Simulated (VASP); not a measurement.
# NbAs (Fm-3m) in VASP: notebook, part 2 of 2

VASP 6.6.1. The steps go on from the part before.

**4. Single point, r2SCAN (volume scaled by 1.040)**

File POSCAR:

```
NbAs
1.0
    0.0000000000      2.6639554455      2.6639554455
    2.6639554455      0.0000000000      2.6639554455
    2.6639554455      2.6639554455      0.0000000000
Nb As
1 1
Direct
    0.5000000000      0.5000000000      0.5000000000
    0.0000000000      0.0000000000      0.0000000000
```

File INCAR.step1:

```
SYSTEM = NbAs
ALGO = Normal
EDIFF = 1E-4
ENCUT = 520
GGA = PE
ISMEAR = 0
LASPH = .True.
LCHARG = .False.
LREAL = .False.
LWAVE = .True.
NBANDS = 16
NELM = 60
PREC = Accurate
SIGMA = 0.05
```

File INCAR.step2:

```
SYSTEM = NbAs
ALGO = Normal
EDIFF = 1E-6
ENCUT = 520
ISIF = 2
ISMEAR = 0
ISTART = 1
LASPH = .True.
LCHARG = .True.
LELF = .True.
LMIXTAU = .True.
LREAL = .False.
LVHAR = .True.
LWAVE = .False.
METAGGA = R2SCAN
NBANDS = 16
NELM = 60
PREC = Accurate
SIGMA = 0.05
```

File KPOINTS:

```
k-points
0
Gamma
  12 12 12
  0 0 0
```

Potentials or basis: VASP PAW PBE potentials, release 64 (Nb_sv, As).

Command:

```
> cat potpaw_PBE.64/Nb_sv/POTCAR potpaw_PBE.64/As/POTCAR > POTCAR
> cp INCAR.step1 INCAR
> mpirun -np 1 vasp_std > vasp.out
> cp INCAR.step2 INCAR
> mpirun -np 1 vasp_std > vasp.out
```

OUTCAR:

```text
SYSTEM = NbAs
   EDIFF = 1E-6
   ENCUT = 520
   ISIF = 2
   ISMEAR = 0
   ISTART = 1
   LASPH = .True.
   LREAL = .False.
   METAGGA = R2SCAN
   NELM = 60
   PREC = Accurate

 ion  position               nearest neighbor table
   1  0.500  0.500  0.500-   2 2.66   2 2.66   2 2.66   2 2.66   2 2.66   2 2.66
   2  0.000  0.000  0.000-   1 2.66   1 2.66   1 2.66   1 2.66   1 2.66   1 2.66

  LATTYP: Found a face centered cubic cell.
 ALAT       =     5.3279108910

  Lattice vectors:

 A1 = (   0.0000000000,   2.6639554455,   2.6639554455)
 A2 = (   2.6639554455,   0.0000000000,   2.6639554455)
 A3 = (   2.6639554455,   2.6639554455,   0.0000000000)

Analysis of symmetry for initial positions (statically):
=====================================================================
 Subroutine PRICEL returns:
 Original cell was already a primitive cell.

 Routine SETGRP: Setting up the symmetry group for a
 face centered cubic supercell.

 Subroutine GETGRP returns: Found 48 space group operations
 (whereof 48 operations were pure point group operations)
 out of a pool of 48 trial point group operations.

The static configuration has the point symmetry O_h .

Analysis of symmetry for dynamics (positions and initial velocities):
=====================================================================
 Subroutine PRICEL returns:
 Original cell was already a primitive cell.

 Routine SETGRP: Setting up the symmetry group for a
 face centered cubic supercell.

 Subroutine GETGRP returns: Found 48 space group operations
 (whereof 48 operations were pure point group operations)
 out of a pool of 48 trial point group operations.

The dynamic configuration has the point symmetry O_h .

 Subroutine INISYM returns: Found 48 space group operations
 (whereof 48 operations are pure point group operations),
 and found     1 'primitive' translations

----------------------------------------------------------------------------------------

                                     Primitive cell

  volume of cell :      37.8104

  direct lattice vectors                    reciprocal lattice vectors
     0.000000000  2.663955446  2.663955446    -0.187690827  0.187690827  0.187690827
     2.663955446  0.000000000  2.663955446     0.187690827 -0.187690827  0.187690827
     2.663955446  2.663955446  0.000000000     0.187690827  0.187690827 -0.187690827

  length of vectors
     3.767401921  3.767401921  3.767401921     0.325090048  0.325090048  0.325090048

  position of ions in fractional coordinates (direct lattice)
     0.500000000  0.500000000  0.500000000
     0.000000000  0.000000000  0.000000000

  ion indices of the primitive-cell ions
   primitive index   ion index
                 1           1
                 2           2

----------------------------------------------------------------------------------------

 KPOINTS: k-points

Automatic generation of k-mesh.
 Grid dimensions read from file:
 generate k-points for:   12   12   12

 Generating k-lattice:

  Cartesian coordinates                     Fractional coordinates (reciprocal lattice)
    -0.015640902  0.015640902  0.015640902     0.083333333  0.000000000  0.000000000
     0.015640902 -0.015640902  0.015640902     0.000000000  0.083333333  0.000000000
     0.015640902  0.015640902 -0.015640902     0.000000000  0.000000000  0.083333333

  Length of vectors
     0.027090837  0.027090837  0.027090837

  Shift w.r.t. Gamma in fractional coordinates (k-lattice)
     0.000000000  0.000000000  0.000000000

 Subroutine IBZKPT returns following result:
 ===========================================

 Found     72 irreducible k-points:

 Following reciprocal coordinates:
            Coordinates               Weight
  0.000000  0.000000  0.000000      1.000000
  0.083333  0.000000  0.000000      8.000000
  0.166667  0.000000  0.000000      8.000000
  0.250000  0.000000  0.000000      8.000000
  0.333333  0.000000  0.000000      8.000000
  0.416667  0.000000  0.000000      8.000000
[... 16 lines left out ...]
  0.500000  0.166667  0.000000     24.000000
 -0.416667  0.166667  0.000000     24.000000
 [... further k-points ...]
   k-points           NKPTS =     72   k-points in BZ     NKDIM =     72   number of bands    NBANDS=     16
   number of dos      NEDOS =    301   number of ions     NIONS =      2
   total plane-waves  NPLWV =  21952
   dimension x,y,z NGX =    28 NGY =   28 NGZ =   28
   dimension x,y,z NGXF=    56 NGYF=   56 NGZF=   56
   ions per type =               1   1
   NGX,Y,Z   is equivalent  to a cutoff of  12.36, 12.36, 12.36 a.u.
   NGXF,Y,Z  is equivalent  to a cutoff of  24.71, 24.71, 24.71 a.u.
 SYSTEM =  NbAs
   PREC   = accura    normal or accurate (medium, high low for compatibility)
   ISTART =      1    job   : 0-new  1-cont  2-samecut
   ICHARG =      0    charge: 1-file 2-atom 10-const
   ISPIN  =      1    spin polarized calculation?
   LNONCOLLINEAR =      F non collinear calculations
   LSORBIT =      F    spin-orbit coupling
   LASPH  =      T    aspherical Exc in radial PAW
   ENCUT  =  520.0 eV  38.22 Ry    6.18 a.u.   7.00  7.00  7.00*2*pi/ulx,y,z
   NELM   =     60;   NELMIN=  2; NELMDL=  0     # of ELM steps
   EDIFF  = 0.1E-05   stopping-criterion for ELM
   LREAL  =      F    real-space projection
   EDIFFG = 0.1E-04   stopping-criterion for IOM
   NSW    =      0    number of steps for IOM
   IBRION =     -1    ionic relax: 0-MD 1-quasi-New 2-CG
   NFREE  =      0    steps in history (QN), initial steepest desc. (CG)
   ISIF   =      2    stress and relaxation
   ISYM   =      2    0-nonsym 1-usesym 2-fastsym
   POTIM  = 0.5000    time-step for ionic-motion
   TEBEG  =    0.0;   TEEND  =   0.0 temperature during run
   PSTRESS=    0.0 pullay stress
   NELECT =      18.0000    total number of electrons
   NUPDOWN=      -1.0000    fix difference up-down
   EMIN   =  10.00;   EMAX   =-10.00  energy-range for DOS
   EFERMI =   0.00;   METHOD = LEGACY
   ISMEAR =     0;   SIGMA  =   0.05  broadening in eV -4-tet -1-fermi 0-gaus
   EFERMI_NEDOS =   21; number of points for ismear=-14 and -15
   IALGO  =     38    algorithm
   IMIX   =      4    mixing-type and parameters
     AMIX     =   0.40;   BMIX     =  1.00
     AMIX_MAG =   1.60;   BMIX_MAG =  1.00
  volume/ion in A,a.u.               =      18.91       127.58
  Fermi-wavevector in a.u.,A,eV,Ry     =   1.278288  2.415614 22.232195  1.634020
  Thomas-Fermi vector in A             =   2.410839
   LORBIT       =      0    0 simple, 1 ext, 2 COOP (PROOUT), +10 PAW based schemes
   METAGGA = R2SCAN    functional components
   LHFCALC =     F    Hartree Fock is set to
   AEXX    =    0.0000 exact exchange contribution
   IVDW    =     0    specifies the selected vdW correction
   LEPSILON=     F    determine dielectric tensor
   LRPA    =     F    only Hartree local field effects (RPA)
 non-spin polarized calculation
 Gauss-broadening in eV      SIGMA  =   0.05
  energy-cutoff  :      520.00
  volume of cell :       37.81
 maximum number of plane-waves:      1036
   NGX = 13   NGY = 13   NGZ = 13

 number of electron      17.9999999 magnetization

 Free energy of the ion-electron system (eV)
  ---------------------------------------------------
  ext. energy  EPLUGINS =         0.00000000
  ---------------------------------------------------
  free energy    TOTEN  =       -40.19346240 eV

  energy without entropy =      -40.19015772  energy(sigma->0) =      -40.19181006

 E-fermi :   9.3349     XC(G=0): -12.1066

 val. band max:        9.3328275351   @ k =   0.5000   0.1667   0.0833
 cond. band min:       9.3368926491   @ k =   0.5000   0.5000   0.0000
 fundamental gap:      0.0040651140
 Fermi energy:         9.3349147974

 k-point     1 :       0.0000    0.0000    0.0000
  band No.  band energies     occupation
      1     -48.4207      2.00000
      2     -23.7396      2.00000
      3     -23.7396      2.00000
      4     -23.7396      2.00000
      5      -4.5992      2.00000
      6       7.9035      2.00000
[... 8 lines left out ...]
     15      17.7168      0.00000
     16      22.3695      0.00000
[... 419 lines left out ...]
 k-point    24 :      -0.4167    0.1667    0.0000
  band No.  band energies     occupation
      1     -48.4079      2.00000
      2     -23.8835      2.00000
      3     -23.7810      2.00000
      4     -23.7580      2.00000
      5      -2.5151      2.00000
      6       2.7671      2.00000
[... 8 lines left out ...]
     15      17.8849      0.00000
     16      18.5110      0.00000

 [... further k-points ...]
[... 5 lines left out ...]
  --------------------------------------------------------------------------------------
  -------------------------------------------------------------------------------------
  Total       -1.3112607     -1.3112607     -1.3112607      0.0000000      0.0000000     -0.0000000
  in kB      -55.5633929    -55.5633929    -55.5633929      0.0000000      0.0000000     -0.0000000
  external PRESSURE =     -55.5633929 kB  Pullay stress =       0.0000000 kB

 VOLUME and BASIS-vectors are now :
 -----------------------------------------------------------------------------
  energy-cutoff  :      520.00
  volume of cell :       37.81
      direct lattice vectors                 reciprocal lattice vectors
     0.000000000  2.663955446  2.663955446    -0.187690827  0.187690827  0.187690827
     2.663955446  0.000000000  2.663955446     0.187690827 -0.187690827  0.187690827
     2.663955446  2.663955446  0.000000000     0.187690827  0.187690827 -0.187690827

 POSITION                                       TOTAL-FORCE (eV/Angst)
 -----------------------------------------------------------------------------------
      2.66396      2.66396      2.66396        -0.000000      0.000000      0.000000
      0.00000      0.00000      0.00000         0.000000     -0.000000     -0.000000
 -----------------------------------------------------------------------------------
    total drift:                                0.000000      0.000000      0.000000

  FREE ENERGIE OF THE ION-ELECTRON SYSTEM (eV)
  ---------------------------------------------------
  free  energy   TOTEN  =       -40.1934623999 eV

  energy  without entropy=      -40.1901577164  energy(sigma->0) =      -40.19181006
```

It took 86 s on 1 thread of Intel Xeon 6975P-C (Granite Rapids), shared host; peak memory 0.19 GiB.

What came out:

| Item | Value |
| --- | --- |
| Free energy | -40.1935 eV |
| Pressure | -5.6 GPa |
| Band gap on the k mesh | zero (band 9 reaches 9.99 eV, above the bottom of band 10 at 8.10 eV) |

Caveat: the PAW data sets were made with another functional, which shifts forces and pressure a little.

**5. Overview**

```csv
cell,gap on the mesh (eV),pressure (GPa)
"a = 3.734 Å, angles 60.0°, 2 atoms",none,-1.9
"a = 3.743 Å, angles 60.0°, 2 atoms",none,-2.9
"a = 3.767 Å, angles 60.0°, 2 atoms",none,-5.6
```

Alike in all rows: task single point; level r2SCAN; potentials or basis VASP PAW PBE potentials, release 64 (Nb_sv, As); no spin polarisation; k mesh 12 × 12 × 12; cutoff (eV) 520; smearing gaussian 0.05 eV.

Caveats: the PAW data sets were made with another functional, which shifts forces and pressure a little.

Absolute energies hang on the potentials; compare differences alone.
